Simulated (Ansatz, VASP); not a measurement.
# Two plane-wave programs on Li2Rh

The input INCAR:

```
SYSTEM = Li2Rh
PREC = Accurate
ENCUT = 520
EDIFF = 1E-6
ISMEAR = 0
SIGMA = 0.1
LREAL = .False.
LASPH = .True.
NELM = 100
ALGO = Normal
ISIF = 2
LWAVE = .False.
LCHARG = .False.
GGA = PE
NBANDS = 18
```

KPOINTS

```
regular mesh
0
Gamma
  6 6 4
  0 0 0
```

The input POSCAR:

```
Li2Rh
1.0
    2.7225477000      0.0000000000      0.0000000000
   -1.3612739000      2.3577955000      0.0000000000
    0.0000000000      0.0000000000      6.8815441000
Li Rh
2 1
Direct
    0.3333333000      0.6666667000      0.3008300000
    0.6666667000      0.3333333000      0.6991700000
    0.0000000000      0.0000000000      0.0000000000
```

Input for Ansatz:

```yaml
crystal:
  lattice:
    - [2.7225477, 0.0, 0.0]
    - [-1.3612739, 2.3577955, 0.0]
    - [0.0, 0.0, 6.8815441]
  atoms:
    - { symbol: Li, position: [0.3333333, 0.6666667, 0.30083] }
    - { symbol: Li, position: [0.6666667, 0.3333333, 0.69917] }
    - { symbol: Rh, position: [0.0, 0.0, 0.0] }
basis:
  ecutwfc: 420
kpoints:
  mp_grid: { grid: [6, 6, 4] }
hamiltonian:
  xc: pbe
scf:
  occupations: { method: gaussian, width: 0.1 }
  lower_state_search: "off"
output:
  forces: true
  stress: true
  eigenvalues: true
```

Alike in both runs: task single point; functional PBE; k mesh 6 × 6 × 4; occupations gaussian, width 0.1 eV; no spin polarisation.

|  | VASP | Ansatz |
| --- | --- | --- |
| version | VASP 6.6.1 | Ansatz 0.2.0 |
| potentials or method | VASP PAW PBE potentials, release 64 (Li_sv, Rh_pv), cutoff 520 eV | scalar-relativistic, plane waves, PAW |
| valence electrons in the cell | 21 | 23 |

```csv
,VASP,Ansatz,Ansatz less VASP
gap on the k mesh at the Fermi level (eV),none,none,-
rms of the force components (eV/Å),0.017,0.017,-0.0002
```

Atom by atom the forces differ by 0.000 eV/Å (rms over components). A gap of «none» marks a metal or a gap that the smearing closes. VASP's potentials hold 21 valence electrons a cell and Ansatz's 23, so a difference there can come from the potentials and not from the codes.

The k mesh is coarse, so the values compare programs but aren't converged. Noted on VASP's run: the cutoff is under 1.25 times that of the potentials, so the pressure is a little rough.
